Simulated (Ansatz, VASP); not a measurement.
# TiSn2Te3: VASP beside Ansatz

```xyz
6
Lattice="7.8519 0.0000 0.0000 -3.9260 6.8000 0.0000 0.0000 0.0000 4.0109" Properties=species:S:1:pos:R:3 pbc="T T T"
Ti    0.0000    0.0000    0.0000
Sn    0.0000    4.5333    0.0000
Sn    3.9260    2.2667    0.0000
Te    3.9260    0.0000    2.0055
Te    1.9630    3.4000    2.0055
Te   -1.9630    3.4000    2.0055
```

Change from the starting cell: species swapped into the EuB2Rh3 type (P6/mmm, No. 191).

Alike in both runs: functional PBE; k mesh 3 × 3 × 6; occupations gaussian, width 0.1 eV; no spin polarisation.

Ansatz relaxed the structure, and its values are those at the end. VASP's run is a single point on that final structure, the one shown.

```csv
,VASP,Ansatz
version,VASP 6.6.1,Ansatz 0.2.0
potentials or method,"VASP PAW PBE potentials, release 64 (Ti_sv, Sn_d, Te), cutoff 520 eV","scalar-relativistic, plane waves, PAW"
valence electrons in the cell,58,88
```

```tsv
	VASP	Ansatz	Ansatz less VASP
gap on the k mesh at the Fermi level (eV)	none	none	-
pressure (GPa)	0.2	0.2	+0.02
```

A gap of «none» marks a metal or a gap that the smearing closes. The functional is the same, so the differences come from potentials, cutoffs and numerics. VASP's potentials hold 58 valence electrons a cell and Ansatz's 88, so a difference there can come from the potentials and not from the codes.

Neither program's run includes spin-orbit coupling.
